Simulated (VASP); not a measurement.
# Ga (I4/mmm) in VASP: notebook

The runs below take Ga through single point, with PBEsol.

Everything below comes from runs of VASP 6.6.1. Logs are shortened: lines on timing, memory, paths and dates and some standing lists are left out, and cuts for length are marked.

### Step 1. The cell of the first run

It takes space group I4/mmm (No. 139, tetragonal). Conventional cell: a = 2.766 Å, b = 2.766 Å, c = 4.391 Å, α = 90.00°, β = 90.00°, γ = 90.00°. Ga (site symmetry 4/mmm) has 12 Ga at 2.77 to 2.94 Å within 3.6 Å.

### Step 2. Single point, PBEsol (strain -0.015 along x and y, -0.015 along z)

The input, INCAR:

```
SYSTEM = Ga
PREC = Accurate
ENCUT = 520
EDIFF = 1E-6
ISMEAR = 0
SIGMA = 0.15
LREAL = .FALSE.
LASPH = .TRUE.
NELM = 60
ALGO = Fast
ISIF = 2
LWAVE = .FALSE.
LCHARG = .FALSE.
GGA = PS
NBANDS = 12
```

The input, KPOINTS:

```
Automatic mesh
0
G
  24 24 24
  0 0 0
```

The input, POSCAR:

```
Ga
1.0
   -1.3829400000      1.3829400000      2.1955650000
    1.3829400000     -1.3829400000      2.1955650000
    1.3829400000      1.3829400000     -2.1955650000
Ga
1
Direct
    0.0000000000      0.0000000000      0.0000000000
```

Potentials or basis: VASP PAW PBE potentials, release 64 (Ga_d).

Command:

```
> cat potpaw_PBE.64/Ga_d/POTCAR > POTCAR
> mpirun -np 1 vasp_std > vasp.out
```

OUTCAR:

```text
SYSTEM = Ga
   PREC = Accurate
   ENCUT = 520
   EDIFF = 1E-6
   ISMEAR = 0
   LREAL = .FALSE.
   LASPH = .TRUE.
   NELM = 60
   ISIF = 2
   GGA = PS

 ion  position               nearest neighbor table
   1  0.000  0.000  0.000-

  LATTYP: Found a body centered tetragonal cell.
 ALAT       =     2.7658800000
 C/A-ratio  =     1.5876068376

  Lattice vectors:

 A1 = (  -1.3829400000,   1.3829400000,   2.1955650000)
 A2 = (   1.3829400000,  -1.3829400000,   2.1955650000)
 A3 = (   1.3829400000,   1.3829400000,  -2.1955650000)

Analysis of symmetry for initial positions (statically):
=====================================================================
 Subroutine PRICEL returns:
 Original cell was already a primitive cell.

 Routine SETGRP: Setting up the symmetry group for a
 body centered tetragonal supercell.

 Subroutine GETGRP returns: Found 16 space group operations
 (whereof 16 operations were pure point group operations)
 out of a pool of 16 trial point group operations.

The static configuration has the point symmetry D_4h.

Analysis of symmetry for dynamics (positions and initial velocities):
=====================================================================
 Subroutine PRICEL returns:
 Original cell was already a primitive cell.

 Routine SETGRP: Setting up the symmetry group for a
 body centered tetragonal supercell.

 Subroutine GETGRP returns: Found 16 space group operations
 (whereof 16 operations were pure point group operations)
 out of a pool of 16 trial point group operations.

The dynamic configuration has the point symmetry D_4h.

 Subroutine INISYM returns: Found 16 space group operations
 (whereof 16 operations are pure point group operations),
 and found     1 'primitive' translations

----------------------------------------------------------------------------------------

                                     Primitive cell

  volume of cell :      16.7963

  direct lattice vectors                    reciprocal lattice vectors
    -1.382940000  1.382940000  2.195565000     0.000000000  0.361548585  0.227731814
     1.382940000 -1.382940000  2.195565000     0.361548585  0.000000000  0.227731814
     1.382940000  1.382940000 -2.195565000     0.361548585  0.361548585  0.000000000

  length of vectors
     2.940331913  2.940331913  2.940331913     0.427292825  0.427292825  0.511306912

  position of ions in fractional coordinates (direct lattice)
     0.000000000  0.000000000  0.000000000

  ion indices of the primitive-cell ions
   primitive index   ion index
                 1           1

[... 85 lines left out ...]
   EFERMI =   0.00;   METHOD = LEGACY
   ISMEAR =     0;   SIGMA  =   0.15  broadening in eV -4-tet -1-fermi 0-gaus
   EFERMI_NEDOS =   21; number of points for ismear=-14 and -15
   IALGO  =     68    algorithm
   IMIX   =      4    mixing-type and parameters
     AMIX     =   0.40;   BMIX     =  1.00
     AMIX_MAG =   1.60;   BMIX_MAG =  1.00
  volume/ion in A,a.u.               =      16.80       113.35
  Fermi-wavevector in a.u.,A,eV,Ry     =   1.503090  2.840428 30.739361  2.259279
  Thomas-Fermi vector in A             =   2.614246
   LORBIT       =      0    0 simple, 1 ext, 2 COOP (PROOUT), +10 PAW based schemes
   GGA     = PS    functional components
   LHFCALC =     F    Hartree Fock is set to
   AEXX    =    0.0000 exact exchange contribution
   IVDW    =     0    specifies the selected vdW correction
   LEPSILON=     F    determine dielectric tensor
   LRPA    =     F    only Hartree local field effects (RPA)
 non-spin polarized calculation
 RMM-DIIS sequential band-by-band and
 Gauss-broadening in eV      SIGMA  =   0.15
  energy-cutoff  :      520.00
  volume of cell :       16.80
 maximum number of plane-waves:       467
 NGX is ok and might be reduce to    24
   NGX = 11   NGY = 11   NGZ = 11

 number of electron      13.0000006 magnetization

 Free energy of the ion-electron system (eV)
  ---------------------------------------------------
  ext. energy  EPLUGINS =         0.00000000
  ---------------------------------------------------
  free energy    TOTEN  =        -3.32665723 eV

  energy without entropy =       -3.32228473  energy(sigma->0) =       -3.32447098

 E-fermi :   6.5563     XC(G=0): -11.7465

 val. band max:        6.5556748968   @ k =   0.4583   0.3750   0.0000
 cond. band min:       6.5575426307   @ k =  -0.1250  -0.4167   0.1250
 fundamental gap:      0.0018677338
 Fermi energy:         6.5562610199

 k-point     1 :       0.0000    0.0000    0.0000
  band No.  band energies     occupation
      1      -8.5264      2.00000
      2      -8.3778      2.00000
      3      -8.3778      2.00000
      4      -8.3501      2.00000
      5      -8.1949      2.00000
      6      -5.4500      2.00000
      7      20.0794      0.00000
      8      20.0794      0.00000
      9      20.1608      0.00000
     10      23.2339      0.00000
     11      23.4648      0.00000
     12      24.0801      0.00000
[... 331 lines left out ...]
 k-point    24 :       0.4583    0.0417    0.0000
  band No.  band energies     occupation
      1      -8.5507      2.00000
      2      -8.4837      2.00000
      3      -8.3621      2.00000
      4      -8.1584      2.00000
      5      -8.1136      2.00000
      6       0.9457      2.00000
      7       2.7249      2.00000
      8      15.4903      0.00000
      9      18.3009      0.00000
     10      19.9580      0.00000
     11      21.5751      0.00000
     12      24.1900      0.00000

 [... further k-points ...]

------------------------ aborting loop because EDIFF is reached ----------------------------------------

  FORCE on cell =-STRESS in cart. coord.  units (eV):
  Direction    XX          YY          ZZ          XY          YZ          ZX
  --------------------------------------------------------------------------------------
  -------------------------------------------------------------------------------------
  Total        0.3821666      0.3821666      0.3869950      0.0000000      0.0000000      0.0000000
  in kB       36.4544348     36.4544348     36.9150080      0.0000000      0.0000000      0.0000000
  external PRESSURE =      36.6079592 kB  Pullay stress =       0.0000000 kB

 VOLUME and BASIS-vectors are now :
 -----------------------------------------------------------------------------
  energy-cutoff  :      520.00
  volume of cell :       16.80
      direct lattice vectors                 reciprocal lattice vectors
    -1.382940000  1.382940000  2.195565000     0.000000000  0.361548585  0.227731814
     1.382940000 -1.382940000  2.195565000     0.361548585  0.000000000  0.227731814
     1.382940000  1.382940000 -2.195565000     0.361548585  0.361548585  0.000000000

 POSITION                                       TOTAL-FORCE (eV/Angst)
 -----------------------------------------------------------------------------------
      0.00000      0.00000      0.00000         0.000000     -0.000000     -0.000000
 -----------------------------------------------------------------------------------
    total drift:                               -0.000000      0.000000     -0.000000

  FREE ENERGIE OF THE ION-ELECTRON SYSTEM (eV)
  ---------------------------------------------------
  free  energy   TOTEN  =        -3.3266572326 eV

  energy  without entropy=       -3.3222847283  energy(sigma->0) =       -3.32447098
```

stdout:

```text
POSCAR found type information on POSCAR Ga
 POSCAR found :  1 types and       1 ions
 scaLAPACK will be used
 -----------------------------------------------------------------------------
|                                                                             |
|                                                                             |
|     You enforced a specific xc type in the INCAR file but a different       |
|     I HOPE YOU KNOW WHAT YOU ARE DOING!                                     |
|                                                                             |
 -----------------------------------------------------------------------------

 LDA part: xc-table for (Slater+PW92), standard interpolation
 POSCAR, INCAR and KPOINTS ok, starting setup
 FFT: planning ... GRIDC
 FFT: planning ... GRID_SOFT
 FFT: planning ... GRID
 WAVECAR not read
 entering main loop
WARNING in EDDRMM: call to ZHEGV failed, returncode =   6  3     10
WARNING in EDDRMM: call to ZHEGV failed, returncode =   6  3      9
WARNING in EDDRMM: call to ZHEGV failed, returncode =   8  4     11
WARNING in EDDRMM: call to ZHEGV failed, returncode =   6  3      9
WARNING in EDDRMM: call to ZHEGV failed, returncode =   6  3      9
WARNING in EDDRMM: call to ZHEGV failed, returncode =   6  3     11
```

It took 2.1 min on 1 thread of Intel Xeon Platinum 8259CL at 2.50GHz (Skylake/Cascade Lake), shared host; peak memory 0.31 GiB.

What came out:

| Quantity | Value |
| --- | --- |
| Free energy | -3.3267 eV |
| Pressure | 3.7 GPa |
| Band gap on the k mesh | zero (an odd number of electrons rules out a gap without spin polarisation) |

Levels at points of the mesh, in eV from the Fermi level:
| k point | band 4 | band 5 | band 6 | band 7 | band 8 | band 9 |
| --- | --- | --- | --- | --- | --- | --- |
| (0.00, 0.00, 0.00) | -14.91 | -14.75 | -12.01 | 13.52 | 13.52 | 13.60 |
| (0.50, 0.00, 0.00) | -14.71 | -14.66 | -5.02 | -4.56 | 9.05 | 12.38 |
| (0.50, 0.50, 0.00) | -14.71 | -14.58 | -2.43 | -1.23 | 4.25 | 5.16 |
| (0.50, 0.50, 0.50) | -14.67 | -14.67 | -3.92 | -3.84 | 6.73 | 6.73 |

Caveat: the cell differs from its parent crystal (strain -0.015 along x and y, -0.015 along z); the cell stands under pressure; the PAW data sets were made with another functional, which shifts forces and pressure a little.

### Step 3. Single point, PBEsol (strain -0.030 along x and y, +0.030 along z)

The input, INCAR:

```
  PREC = Accurate
  ENCUT = 520
  EDIFF = 1E-7
  ISMEAR = 0
  SIGMA = 0.15
  LREAL = False
  LASPH = True
  NELM = 80
  ALGO = Fast
  ISIF = 2
  LWAVE = False
  LCHARG = True
  GGA = PS
  LELF = True
  LVHAR = True
  NBANDS = 12
```

The input, KPOINTS:

```
regular mesh
0
Gamma
  24 24 24
```

The input, POSCAR:

```
Ga
1.0
   -1.3618800000      1.3618800000      2.2958700000
    1.3618800000     -1.3618800000      2.2958700000
    1.3618800000      1.3618800000     -2.2958700000
Ga
1
Direct
    0.0000000000      0.0000000000      0.0000000000
```

Potentials or basis: VASP PAW PBE potentials, release 64 (Ga_d).

Command:

```
> cat potpaw_PBE.64/Ga_d/POTCAR > POTCAR
> mpirun -np 1 vasp_std > vasp.out
```

It took 2.4 min on 1 thread of Intel Xeon Platinum 8259CL at 2.50GHz (Skylake/Cascade Lake), shared host; peak memory 0.32 GiB.

It converged, with:

| Property | Result |
| --- | --- |
| Free energy | -3.3282 eV |
| Pressure | 2.8 GPa |
| Band gap on the k mesh | zero (an odd number of electrons rules out a gap without spin polarisation) |

Stress tensor (GPa, compression positive):
```
3.38 0.00 0.00
0.00 3.38 0.00
0.00 0.00 1.79
```

Levels at points of the mesh, in eV from the Fermi level:
| k point | band 3 | band 4 | band 5 | band 6 | band 7 | band 8 | band 9 | band 10 |
| --- | --- | --- | --- | --- | --- | --- | --- | --- |
| (0.00, 0.00, 0.00) | -14.86 | -14.86 | -14.68 | -11.86 | 13.09 | 13.48 | 13.48 | 16.79 |
| (0.50, 0.00, 0.00) | -14.85 | -14.69 | -14.63 | -4.92 | -4.42 | 8.00 | 12.01 | 13.12 |
| (0.50, 0.50, 0.00) | -14.71 | -14.68 | -14.52 | -2.05 | -0.73 | 3.79 | 5.21 | 8.15 |
| (0.50, 0.50, 0.50) | -14.65 | -14.65 | -14.63 | -4.63 | -4.20 | 7.50 | 7.50 | 10.64 |

Caveat: the cell differs from its parent crystal (strain -0.030 along x and y, +0.030 along z); the PAW data sets were made with another functional, which shifts forces and pressure a little.

### Step 4. Single point, PBEsol (strain -0.015 along x and y, +0.000 along z)

The input, INCAR:

```
PREC = Accurate
ENCUT = 520
EDIFF = 1E-6
ISMEAR = 0
SIGMA = 0.15
LREAL = F
LASPH = T
NELM = 60
ALGO = Fast
ISIF = 2
LWAVE = F
LCHARG = F
GGA = PS
NBANDS = 12
```

KPOINTS is that of step 3.

The input, POSCAR:

```
Ga
1.0
   -1.3829400000      1.3829400000      2.2290000000
    1.3829400000     -1.3829400000      2.2290000000
    1.3829400000      1.3829400000     -2.2290000000
Ga
1
Direct
    0.0000000000      0.0000000000      0.0000000000
```

Potentials or basis: VASP PAW PBE potentials, release 64 (Ga_d).

Command:

```
> cat potpaw_PBE.64/Ga_d/POTCAR > POTCAR
> mpirun -np 1 vasp_std > vasp.out
```

OUTCAR:

```text
PREC = Accurate
   ENCUT = 520
   EDIFF = 1E-6
   ISMEAR = 0
   LREAL = F
   LASPH = T
   NELM = 60
   ISIF = 2
   GGA = PS

 ion  position               nearest neighbor table
   1  0.000  0.000  0.000-

  LATTYP: Found a body centered tetragonal cell.
 ALAT       =     2.7658800000
 C/A-ratio  =     1.6117835915

  Lattice vectors:

 A1 = (  -1.3829400000,   1.3829400000,   2.2290000000)
 A2 = (   1.3829400000,  -1.3829400000,   2.2290000000)
 A3 = (   1.3829400000,   1.3829400000,  -2.2290000000)

Analysis of symmetry for initial positions (statically):
=====================================================================
 Subroutine PRICEL returns:
 Original cell was already a primitive cell.

 Routine SETGRP: Setting up the symmetry group for a
 body centered tetragonal supercell.

 Subroutine GETGRP returns: Found 16 space group operations
 (whereof 16 operations were pure point group operations)
 out of a pool of 16 trial point group operations.

The static configuration has the point symmetry D_4h.

[... 168 lines left out ...]
  band No.  band energies     occupation
      1      -8.6758      2.00000
      2      -8.5113      2.00000
      3      -8.5113      2.00000
      4      -8.5039      2.00000
      5      -8.3337      2.00000
      6      -5.4788      2.00000
      7      19.7602      0.00000
      8      19.7602      0.00000
      9      19.7641      0.00000
     10      23.0462      0.00000
     11      23.1457      0.00000
     12      23.8535      0.00000
[... 331 lines left out ...]
 k-point    24 :       0.4583    0.0417   -0.0000
  band No.  band energies     occupation
      1      -8.6826      2.00000
      2      -8.6287      2.00000
      3      -8.4962      2.00000
      4      -8.3095      2.00000
      5      -8.2619      2.00000
      6       0.8375      2.00000
      7       2.6324      2.00000
      8      14.9786      0.00000
      9      18.1804      0.00000
     10      19.4203      0.00000
     11      21.4562      0.00000
     12      24.0738      0.00000

 [... further k-points ...]

------------------------ aborting loop because EDIFF is reached ----------------------------------------

  FORCE on cell =-STRESS in cart. coord.  units (eV):
  Direction    XX          YY          ZZ          XY          YZ          ZX
  --------------------------------------------------------------------------------------
  -------------------------------------------------------------------------------------
  Total        0.2755912      0.2755912      0.2646247      0.0000000      0.0000000      0.0000000
  in kB       25.8940057     25.8940057     24.8636125      0.0000000      0.0000000      0.0000000
  external PRESSURE =      25.5505413 kB  Pullay stress =       0.0000000 kB

 VOLUME and BASIS-vectors are now :
 -----------------------------------------------------------------------------
  energy-cutoff  :      520.00
  volume of cell :       17.05
      direct lattice vectors                 reciprocal lattice vectors
    -1.382940000  1.382940000  2.229000000     0.000000000  0.361548585  0.224315837
     1.382940000 -1.382940000  2.229000000     0.361548585  0.000000000  0.224315837
     1.382940000  1.382940000 -2.229000000     0.361548585  0.361548585  0.000000000

 POSITION                                       TOTAL-FORCE (eV/Angst)
 -----------------------------------------------------------------------------------
      0.00000      0.00000      0.00000         0.000000     -0.000000      0.000000
 -----------------------------------------------------------------------------------
    total drift:                               -0.000000      0.000000      0.000000

  FREE ENERGIE OF THE ION-ELECTRON SYSTEM (eV)
  ---------------------------------------------------
  free  energy   TOTEN  =        -3.3316080242 eV

  energy  without entropy=       -3.3275345201  energy(sigma->0) =       -3.32957127
```

OSZICAR:

```text
N       E                     dE             d eps       ncg     rms          rms(c)
DAV:   1     0.424157044813E+02    0.42416E+02   -0.66697E+03 27956   0.194E+03
DAV:   2    -0.136603985390E+01   -0.43782E+02   -0.41961E+02 26892   0.260E+02
DAV:   3    -0.336633998808E+01   -0.20003E+01   -0.19949E+01 29216   0.450E+01
DAV:   4    -0.338172967979E+01   -0.15390E-01   -0.15388E-01 29288   0.415E+00
DAV:   5    -0.338189039889E+01   -0.16072E-03   -0.16072E-03 30128   0.410E-01    0.106E+00
RMM:   6    -0.334063627618E+01    0.41254E-01   -0.47816E-02 35368   0.317E+00    0.494E-01
RMM:   7    -0.333261595481E+01    0.80203E-02   -0.13889E-02 38344   0.126E+00    0.144E-01
RMM:   8    -0.333160078992E+01    0.10152E-02   -0.15778E-03 38746   0.391E-01    0.118E-02
RMM:   9    -0.333160311852E+01   -0.23286E-05   -0.18960E-04 39524   0.195E-01    0.756E-03
RMM:  10    -0.333160778951E+01   -0.46710E-05   -0.42635E-05 39168   0.754E-02    0.745E-04
RMM:  11    -0.333160802417E+01   -0.23466E-06   -0.37848E-06 24132   0.201E-02
   1 F= -.33316080E+01 E0= -.33295713E+01  d E =-.407350E-02
```

It took 2.2 min on 1 thread of Intel Xeon Platinum 8259CL at 2.50GHz (Skylake/Cascade Lake), shared host; peak memory 0.32 GiB.

Results:

| Item | Value |
| --- | --- |
| Free energy | -3.3316 eV |
| Pressure | 2.6 GPa |
| Band gap on the k mesh | zero (an odd number of electrons rules out a gap without spin polarisation) |

Stress tensor (GPa, compression positive):
```
2.59 0.00 0.00
0.00 2.59 0.00
0.00 0.00 2.49
```

Levels at points of the mesh, in eV from the Fermi level:
| k point | band 3 | band 4 | band 5 | band 6 | band 7 | band 8 | band 9 | band 10 |
| --- | --- | --- | --- | --- | --- | --- | --- | --- |
| (0.00, 0.00, 0.00) | -14.90 | -14.89 | -14.72 | -11.87 | 13.37 | 13.37 | 13.37 | 16.66 |
| (0.50, 0.00, 0.00) | -14.89 | -14.70 | -14.65 | -4.99 | -4.46 | 8.70 | 12.43 | 12.79 |
| (0.50, 0.50, 0.00) | -14.70 | -14.69 | -14.56 | -2.30 | -1.14 | 4.10 | 5.13 | 8.30 |
| (0.50, 0.50, 0.50) | -14.66 | -14.66 | -14.66 | -4.04 | -3.94 | 6.87 | 6.87 | 10.10 |

Caveat: the cell differs from its parent crystal (strain -0.015 along x and y, +0.000 along z); the PAW data sets were made with another functional, which shifts forces and pressure a little.

### Step 5. Summary

```csv
cell,further INCAR settings,gap on the mesh (eV),pressure (GPa)
"a = 2.940 Å, angles 123.9, 123.9, 83.4°, 1 atom",ALGO = Fast; EDIFF = 1e-06; NBANDS = 12,none,3.7
"a = 2.997 Å, angles 125.9, 125.9, 80.0°, 1 atom",ALGO = Fast; EDIFF = 1e-07; NBANDS = 12,none,2.8
"a = 2.965 Å, angles 124.4, 124.4, 82.5°, 1 atom",ALGO = Fast; EDIFF = 1e-06; NBANDS = 12,none,2.6
```

Alike in all rows: task single point; level PBEsol; potentials or basis VASP PAW PBE potentials, release 64 (Ga_d); no spin polarisation; k mesh 24 × 24 × 24; cutoff (eV) 520; smearing gaussian 0.15 eV.

Caveats: the PAW data sets were made with another functional, which shifts forces and pressure a little; the cell stands under pressure (at least some runs).

Absolute energies hang on the potentials; compare differences alone.
